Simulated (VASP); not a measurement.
# ZnSe (Stilleite) (F-43m) in VASP: density of states with PBE

Aim: the density of states of ZnSe (Stilleite) with PBE.

Program: VASP 6.6.1. These are calculated values, not measurements. Logs are shortened: lines on timing, memory, paths and dates and some standing lists are left out, and cuts for length are marked.

### 1 The cell of the first run

It takes space group F-43m (No. 216, cubic). Conventional cell: a = 5.668 Å, b = 5.668 Å, c = 5.668 Å, α = 90.00°, β = 90.00°, γ = 90.00°. Within 3.2 Å of Zn (site symmetry -43m) lie 4 Se at 2.45 Å. Se (site symmetry -43m) has 4 Zn at 2.45 Å within 3.2 Å.

### 2 Density of states, PBE

File POSCAR:

```
ZnSe
1.0
    0.0000000000      2.8338000000      2.8338000000
    2.8338000000      0.0000000000      2.8338000000
    2.8338000000      2.8338000000      0.0000000000
Zn Se
1 1
Direct
    0.0000000000      0.0000000000      0.0000000000
    0.2500000000      0.2500000000      0.2500000000
```

File INCAR.step1:

```
SYSTEM = ZnSe
PREC = Accurate
ENCUT = 400
EDIFF = 1E-6
ISMEAR = 0
SIGMA = 0.01
LREAL = .FALSE.
LASPH = .TRUE.
NELM = 120
ALGO = Normal
ISIF = 2
LWAVE = .FALSE.
LCHARG = .TRUE.
GGA = PE
NBANDS = 16
GGA_COMPAT = .FALSE.
NEDOS = 2001
LORBIT = 11
```

File KPOINTS.step1:

```
regular mesh
0
G
  7 7 7
  0 0 0
```

File INCAR.step2:

```
SYSTEM = ZnSe
PREC = Accurate
ENCUT = 400
EDIFF = 1E-6
ISMEAR = -5
SIGMA = 0.01
LREAL = .FALSE.
LASPH = .TRUE.
NELM = 120
ALGO = Normal
ISIF = 2
LWAVE = .FALSE.
LCHARG = .FALSE.
GGA = PE
LORBIT = 11
NBANDS = 16
NEDOS = 1001
ICHARG = 11
GGA_COMPAT = .FALSE.
```

File KPOINTS.step2:

```
regular mesh
0
G
  11 11 11
  0 0 0
```

Potentials or basis: VASP PAW PBE potentials, release 64 (Zn, Se).

The run is started by

```
cat potpaw_PBE.64/Zn/POTCAR potpaw_PBE.64/Se/POTCAR > POTCAR
cp INCAR.step1 INCAR
cp KPOINTS.step1 KPOINTS
mpirun -np 1 vasp_std > vasp.out
cp INCAR.step2 INCAR
cp KPOINTS.step2 KPOINTS
mpirun -np 1 vasp_std > vasp.out
```

OUTCAR:

```text
SYSTEM = ZnSe
   PREC = Accurate
   ENCUT = 400
   EDIFF = 1E-6
   ISMEAR = -5
   LREAL = .FALSE.
   LASPH = .TRUE.
   NELM = 120
   ISIF = 2
   GGA = PE
   LORBIT = 11
   ICHARG = 11

 ion  position               nearest neighbor table
   1  0.000  0.000  0.000-   2 2.45   2 2.45   2 2.45   2 2.45
   2  0.250  0.250  0.250-   1 2.45   1 2.45   1 2.45   1 2.45

  LATTYP: Found a face centered cubic cell.
 ALAT       =     5.6676000000

  Lattice vectors:

 A1 = (   0.0000000000,   2.8338000000,   2.8338000000)
 A2 = (   2.8338000000,   0.0000000000,   2.8338000000)
 A3 = (   2.8338000000,   2.8338000000,   0.0000000000)

Analysis of symmetry for initial positions (statically):
=====================================================================
 Subroutine PRICEL returns:
 Original cell was already a primitive cell.

 Routine SETGRP: Setting up the symmetry group for a
 face centered cubic supercell.

 Subroutine GETGRP returns: Found 24 space group operations
 (whereof 24 operations were pure point group operations)
 out of a pool of 48 trial point group operations.

The static configuration has the point symmetry T_d .

Analysis of symmetry for dynamics (positions and initial velocities):
=====================================================================
 Subroutine PRICEL returns:
 Original cell was already a primitive cell.

 Routine SETGRP: Setting up the symmetry group for a
 face centered cubic supercell.

 Subroutine GETGRP returns: Found 24 space group operations
 (whereof 24 operations were pure point group operations)
 out of a pool of 48 trial point group operations.

The dynamic configuration has the point symmetry T_d .

 Subroutine INISYM returns: Found 24 space group operations
 (whereof 24 operations are pure point group operations),
 and found     1 'primitive' translations

----------------------------------------------------------------------------------------

                                     Primitive cell

  volume of cell :      45.5132

  direct lattice vectors                    reciprocal lattice vectors
     0.000000000  2.833800000  2.833800000    -0.176441527  0.176441527  0.176441527
     2.833800000  0.000000000  2.833800000     0.176441527 -0.176441527  0.176441527
     2.833800000  2.833800000  0.000000000     0.176441527  0.176441527 -0.176441527

  length of vectors
     4.007598393  4.007598393  4.007598393     0.305605690  0.305605690  0.305605690

  position of ions in fractional coordinates (direct lattice)
     0.000000000  0.000000000  0.000000000
     0.250000000  0.250000000  0.250000000

  ion indices of the primitive-cell ions
   primitive index   ion index
                 1           1
                 2           2

----------------------------------------------------------------------------------------

 KPOINTS: regular mesh

Automatic generation of k-mesh.
 Grid dimensions read from file:
 generate k-points for:   11   11   11

 Generating k-lattice:

  Cartesian coordinates                     Fractional coordinates (reciprocal lattice)
    -0.016040139  0.016040139  0.016040139     0.090909091  0.000000000  0.000000000
     0.016040139 -0.016040139  0.016040139     0.000000000  0.090909091  0.000000000
     0.016040139  0.016040139 -0.016040139     0.000000000  0.000000000  0.090909091

  Length of vectors
     0.027782335  0.027782335  0.027782335

  Shift w.r.t. Gamma in fractional coordinates (k-lattice)
     0.000000000  0.000000000  0.000000000

 TETIRR: Found    201 inequivalent tetrahedra from     7986

 Subroutine IBZKPT returns following result:
 ===========================================

 Found     56 irreducible k-points:

 Following reciprocal coordinates:
            Coordinates               Weight
  0.000000  0.000000  0.000000      1.000000
  0.090909  0.000000  0.000000      8.000000
  0.181818  0.000000  0.000000      8.000000
  0.272727  0.000000  0.000000      8.000000
  0.363636  0.000000  0.000000      8.000000
  0.454545  0.000000  0.000000      8.000000
[... 16 lines left out ...]
 -0.272727  0.181818  0.000000     24.000000
 -0.181818  0.181818  0.000000     12.000000
 [... further k-points ...]
   k-points           NKPTS =     56   k-points in BZ     NKDIM =     56   number of bands    NBANDS=     16
   number of dos      NEDOS =   1001   number of ions     NIONS =      2
   total plane-waves  NPLWV =  21952
   dimension x,y,z NGX =    28 NGY =   28 NGZ =   28
   dimension x,y,z NGXF=    56 NGYF=   56 NGZF=   56
   ions per type =               1   1
   NGX,Y,Z   is equivalent  to a cutoff of  11.62, 11.62, 11.62 a.u.
   NGXF,Y,Z  is equivalent  to a cutoff of  23.23, 23.23, 23.23 a.u.
 SYSTEM =  ZnSe
   PREC   = accura    normal or accurate (medium, high low for compatibility)
   ISTART =      0    job   : 0-new  1-cont  2-samecut
   ICHARG =     11    charge: 1-file 2-atom 10-const
   ISPIN  =      1    spin polarized calculation?
   LNONCOLLINEAR =      F non collinear calculations
   LSORBIT =      F    spin-orbit coupling
   LASPH  =      T    aspherical Exc in radial PAW
   ENCUT  =  400.0 eV  29.40 Ry    5.42 a.u.   6.54  6.54  6.54*2*pi/ulx,y,z
   NELM   =    120;   NELMIN=  2; NELMDL=  0     # of ELM steps
   EDIFF  = 0.1E-05   stopping-criterion for ELM
   LREAL  =      F    real-space projection
   EDIFFG = 0.1E-04   stopping-criterion for IOM
   NSW    =      0    number of steps for IOM
   IBRION =     -1    ionic relax: 0-MD 1-quasi-New 2-CG
   NFREE  =      0    steps in history (QN), initial steepest desc. (CG)
   ISIF   =      2    stress and relaxation
   ISYM   =      2    0-nonsym 1-usesym 2-fastsym
   POTIM  = 0.5000    time-step for ionic-motion
   TEBEG  =    0.0;   TEEND  =   0.0 temperature during run
   PSTRESS=    0.0 pullay stress
   NELECT =      18.0000    total number of electrons
   NUPDOWN=      -1.0000    fix difference up-down
   EMIN   =  10.00;   EMAX   =-10.00  energy-range for DOS
   EFERMI =   0.00;   METHOD = LEGACY
   ISMEAR =    -5;   SIGMA  =   0.01  broadening in eV -4-tet -1-fermi 0-gaus
   EFERMI_NEDOS =   21; number of points for ismear=-14 and -15
   IALGO  =     38    algorithm
   IMIX   =      4    mixing-type and parameters
     AMIX     =   0.40;   BMIX     =  1.00
     AMIX_MAG =   1.60;   BMIX_MAG =  1.00
  volume/ion in A,a.u.               =      22.76       153.57
  Fermi-wavevector in a.u.,A,eV,Ry     =   1.201673  2.270834 19.647073  1.444019
  Thomas-Fermi vector in A             =   2.337476
   LORBIT       =     11    0 simple, 1 ext, 2 COOP (PROOUT), +10 PAW based schemes
   GGA     = PE    functional components
   LHFCALC =     F    Hartree Fock is set to
   AEXX    =    0.0000 exact exchange contribution
   IVDW    =     0    specifies the selected vdW correction
   LEPSILON=     F    determine dielectric tensor
   LRPA    =     F    only Hartree local field effects (RPA)
 non-spin polarized calculation
 Fermi weights with tetrahedron method with Bloechl corrections
  energy-cutoff  :      400.00
  volume of cell :       45.51
 maximum number of plane-waves:       869
 NGX is ok and might be reduce to    28

 number of electron      18.0000014 magnetization

 Free energy of the ion-electron system (eV)
  ---------------------------------------------------
  ext. energy  EPLUGINS =         0.00000000
  ---------------------------------------------------
  free energy    TOTEN  =        -6.01887195 eV

  energy without entropy =       -6.01887195  energy(sigma->0) =       -6.01887195

 E-fermi :   1.6349     XC(G=0):  -9.3213

 val. band max:        1.6145058933   @ k =   0.0000   0.0000   0.0000
 cond. band min:       2.9034013141   @ k =   0.0000   0.0000   0.0000
 fundamental gap:      1.2888954208
 Fermi energy:         1.6349229929

 k-point     1 :       0.0000    0.0000    0.0000
  band No.  band energies     occupation
      1     -11.6451      2.00000
      2      -4.9301      2.00000
      3      -4.9301      2.00000
      4      -4.9301      2.00000
      5      -4.5587      2.00000
      6      -4.5587      2.00000
[... 8 lines left out ...]
     15      13.0747      0.00000
     16      13.0747      0.00000

 k-point     2 :       0.0909    0.0000    0.0000
  band No.  band energies     occupation
      1     -11.5910      2.00000
      2      -4.9270      2.00000
      3      -4.9213      2.00000
      4      -4.9213      2.00000
      5      -4.5595      2.00000
      6      -4.5595      2.00000
[... 8 lines left out ...]
     15      12.5371      0.00000
     16      12.5371      0.00000

 k-point     3 :       0.1818    0.0000    0.0000
  band No.  band energies     occupation
      1     -11.4399      2.00000
      2      -4.9084      2.00000
      3      -4.8990      2.00000
      4      -4.8990      2.00000
      5      -4.5600      2.00000
      6      -4.5600      2.00000
[... 8 lines left out ...]
     15      12.0275      0.00000
     16      12.6277      0.00000

 k-point     4 :       0.2727    0.0000    0.0000
  band No.  band energies     occupation
      1     -11.2267      2.00000
      2      -4.8728      2.00000
      3      -4.8728      2.00000
      4      -4.8459      2.00000
      5      -4.5571      2.00000
      6      -4.5571      2.00000
[... 8 lines left out ...]
     15      12.1618      0.00000
     16      12.2257      0.00000

 k-point     5 :       0.3636    0.0000    0.0000
  band No.  band energies     occupation
      1     -11.0122      2.00000
      2      -4.8528      2.00000
      3      -4.8528      2.00000
      4      -4.6991      2.00000
      5      -4.5490      2.00000
      6      -4.5490      2.00000
[... 8 lines left out ...]
     15      13.0219      0.00000
     16      13.0219      0.00000

 k-point     6 :       0.4545    0.0000    0.0000
  band No.  band energies     occupation
      1     -10.8746      2.00000
      2      -4.8432      2.00000
      3      -4.8432      2.00000
      4      -4.5412      2.00000
      5      -4.5412      2.00000
      6      -4.4652      2.00000
[... 8 lines left out ...]
     15      14.3159      0.00000
     16      14.3159      0.00000
[... 267 lines left out ...]
 k-point    21 :      -0.4545    0.1818    0.0000
  band No.  band energies     occupation
      1     -10.7590      2.00000
      2      -4.8362      2.00000
      3      -4.7961      2.00000
      4      -4.5933      2.00000
      5      -4.5413      2.00000
      6      -4.3677      2.00000
[... 8 lines left out ...]
     15      14.0337      0.00000
     16      14.4985      0.00000

 k-point    22 :      -0.3636    0.1818    0.0000
  band No.  band energies     occupation
      1     -10.8054      2.00000
      2      -4.8327      2.00000
      3      -4.8079      2.00000
      4      -4.5929      2.00000
      5      -4.5570      2.00000
      6      -4.4577      2.00000
[... 8 lines left out ...]
     15      12.9228      0.00000
     16      14.5778      0.00000

 k-point    23 :      -0.2727    0.1818    0.0000
  band No.  band energies     occupation
      1     -10.9579      2.00000
      2      -4.8366      2.00000
      3      -4.8311      2.00000
      4      -4.7255      2.00000
      5      -4.5704      2.00000
      6      -4.5230      2.00000
[... 8 lines left out ...]
     15      13.7408      0.00000
     16      15.1304      0.00000

 k-point    24 :      -0.1818    0.1818    0.0000
  band No.  band energies     occupation
      1     -11.1553      2.00000
      2      -4.8610      2.00000
      3      -4.8566      2.00000
      4      -4.8355      2.00000
      5      -4.5741      2.00000
      6      -4.5387      2.00000
[... 8 lines left out ...]
     15      13.1889      0.00000
     16      14.5222      0.00000

 [... further k-points ...]

------------------------ aborting loop because EDIFF is reached ----------------------------------------

  FORCE on cell =-STRESS in cart. coord.  units (eV):
  Direction    XX          YY          ZZ          XY          YZ          ZX
  --------------------------------------------------------------------------------------
  -------------------------------------------------------------------------------------
  Total        0.5911396      0.5911396      0.5911396      0.0000000      0.0000000     -0.0000000
  in kB       20.8095682     20.8095682     20.8095682      0.0000000      0.0000000     -0.0000000
  external PRESSURE =      20.8095682 kB  Pullay stress =       0.0000000 kB

 VOLUME and BASIS-vectors are now :
 -----------------------------------------------------------------------------
  energy-cutoff  :      400.00
  volume of cell :       45.51
      direct lattice vectors                 reciprocal lattice vectors
     0.000000000  2.833800000  2.833800000    -0.176441527  0.176441527  0.176441527
     2.833800000  0.000000000  2.833800000     0.176441527 -0.176441527  0.176441527
     2.833800000  2.833800000  0.000000000     0.176441527  0.176441527 -0.176441527

 POSITION                                       TOTAL-FORCE (eV/Angst)
 -----------------------------------------------------------------------------------
      0.00000      0.00000      0.00000         0.000000      0.000000      0.000000
      1.41690      1.41690      1.41690        -0.000000     -0.000000     -0.000000
 -----------------------------------------------------------------------------------
    total drift:                                0.000001      0.000001      0.000001

  FREE ENERGIE OF THE ION-ELECTRON SYSTEM (eV)
  ---------------------------------------------------
  free  energy   TOTEN  =        -6.0188719530 eV

  energy  without entropy=       -6.0188719530  energy(sigma->0) =       -6.01887195

 total charge

# of ion       s       p       d       tot
------------------------------------------
    1        0.534   0.447   9.784  10.766
    2        1.437   2.428   0.030   3.895
--------------------------------------------------
tot          1.971   2.875   9.815  14.661
```

It took 16 s on 1 thread of Intel Xeon 6975P-C (Granite Rapids), shared host; peak memory 0.16 GiB.

What came out:

| Quantity | Value |
| --- | --- |
| Valence electrons inside the program's atomic spheres | Zn 10.77; Se 3.90 |
